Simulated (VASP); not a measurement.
Set up this calculation in VASP 6.6.1, as the native input.

- Task: single point
- Functional: PBE
- Potentials or basis: VASP PAW PBE potentials, release 64 (Cu)
- Cutoff: 520 eV
- k mesh: 12 × 12 × 17
- Occupations: fermi-dirac, width 0.1 eV
- Spin: no spin polarisation
- Dipole correction: no
- Further INCAR settings: ALGO = Normal; EDIFF = 1e-06; NBANDS = 24

The structure of Cu lies in POSCAR:

```
Cu
1.0
    4.0704148995      0.0000000000      0.0000000000
   -2.0352074497      3.5250827069      0.0000000000
    0.0000000000      0.0000000000      2.4449275017
Cu
3
Direct
    0.0000000000      0.0000000000      0.0000000000
    0.3333333333      0.6666666667      0.5000000000
    0.6666666667      0.3333333333      0.5000000000
```

This cell differs from its parent crystal: volume scaled by 0.96.

One way to write it, as run:

INCAR

```
  PREC = Accurate
  ENCUT = 520
  EDIFF = 1E-6
  ISMEAR = -1
  SIGMA = 0.1
  LREAL = F
  LASPH = T
  NELM = 60
  ALGO = Normal
  ISIF = 2
  LWAVE = F
  LCHARG = F
  GGA = PE
  NBANDS = 24
```

KPOINTS

```
regular mesh
0
Gamma
  12 12 17
```

Potentials or basis: VASP PAW PBE potentials, release 64 (Cu).

Command:

```sh
$ cat potpaw_PBE.64/Cu/POTCAR > POTCAR
$ mpirun -np 1 vasp_std > vasp.out
```

Results of the run:

```
Pressure : 6.8 GPa
```

Wall time 70 s on 1 thread of AMD EPYC 9R45 96-Core Processor (Zen 5) (shared host), peak memory 0.19 GiB.
